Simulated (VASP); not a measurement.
Here is a VASP 6.6.1 calculation.

The input POSCAR:

```
Ga4PN3
1.0
    3.3370934284      0.0000000000      0.0000000000
   -1.6685467142      2.8900076838      0.0000000000
    0.0000000000      0.0000000000     11.0488943059
N P Ga
3 1 4
Direct
    0.6666666667      0.3333333333     -0.0199977448
    0.6666666667      0.3333333333      0.5206121249
    0.3333333333      0.6666666667      0.7501676007
    0.3333333333      0.6666666667      0.2460275376
    0.6666666667      0.3333333333      0.8028955166
    0.6666666667      0.3333333333      0.3439219028
    0.3333333333      0.6666666667      0.5731980731
    0.3333333333      0.6666666667      0.0331749890
```

Contents of INCAR.step1:

```
PREC = Accurate
ENCUT = 520
ISMEAR = -1
SIGMA = 0.02
LREAL = F
LASPH = T
NELM = 60
NBANDS = 46
GGA = PE
ALGO = Normal
EDIFF = 1E-4
LWAVE = T
LCHARG = F
```

INCAR.step2

```
PREC = Accurate
ENCUT = 520
EDIFF = 1E-6
ISMEAR = -1
SIGMA = 0.02
LREAL = F
LASPH = T
NELM = 60
ALGO = Normal
ISIF = 2
LWAVE = F
LCHARG = T
METAGGA = R2SCAN
LMIXTAU = T
LELF = T
LVHAR = T
NBANDS = 46
ISTART = 1
```

File KPOINTS:

```
Automatic mesh
0
Gamma
  12 12 2
```

Potentials or basis: VASP PAW PBE potentials, release 64 (N, P, Ga_d).

Command:

```bash
$ cat potpaw_PBE.64/N/POTCAR potpaw_PBE.64/P/POTCAR potpaw_PBE.64/Ga_d/POTCAR > POTCAR
$ cp INCAR.step1 INCAR
$ mpirun -np 1 vasp_std > vasp.out
$ cp INCAR.step2 INCAR
$ mpirun -np 1 vasp_std > vasp.out
```

(1) Estimate the band gap on the k mesh.

(2) Estimate the largest force.

(3) Predict the pressure.

Results:

(1) zero (band 36 reaches 7.46 eV, above the bottom of band 37 at 7.23 eV).

(2) 0.097 eV/Å.

(3) 0.5 GPa.

Caveat: the PAW data sets were made with another functional, which shifts forces and pressure a little.
